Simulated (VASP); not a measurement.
NiO:

```
Ni O
1.0
     0.00000    2.08590    2.08590
     2.08590    0.00000    2.08590
     2.08590    2.08590    0.00000
Ni O
1 1
Direct
  0.00000 0.00000 0.00000
  0.50000 0.50000 0.50000
```

* Program: VASP 6.6.1
* Task: relaxation of cell and atoms
* Functional: BLYP
* Potentials or basis: VASP PAW PBE potentials, release 64 (Ni, O)
* Cutoff: 600 eV
* k mesh: 11 × 11 × 11
* Occupations: tetrahedron
* Spin: collinear spin, ferromagnetic start
* Starting moments: [1.7, 0.38] μB

At the start: pressure 14.1 GPa; volume 9.08 Å³/atom.

Question: Where does the relaxation end?

Answer: Over 4 steps the energy falls by 27.1 meV/atom and the volume is 9.82 Å³/atom (+8.2 %); space group Fm-3m (No. 225, to 0.05 Å); moment 1.92 μB per cell.

The path:
```csv
step,energy change (eV),largest force (eV/Å),pressure (GPa),volume (Å³)
1,0.0000,0.0000,14.10,18.15
2,-0.0404,0.0000,-5.13,20.33
3,-0.0543,0.0000,0.96,19.51
4,-0.0542,0.0000,-0.03,19.64
```

Final structure:
```
CELL_PARAMETERS angstrom
0.00000 2.14132 2.14132
2.14132 0.00000 2.14132
2.14132 2.14132 0.00000
ATOMIC_POSITIONS crystal
Ni 0.00000 0.00000 0.00000
O 0.50000 0.50000 0.50000
```

Caveat: the PAW data sets were made with another functional, which shifts forces and pressure a little; a cell with one magnetic atom can't hold antiferromagnetic order, which such compounds often take; tetrahedron occupations give inexact forces and stress in metals.
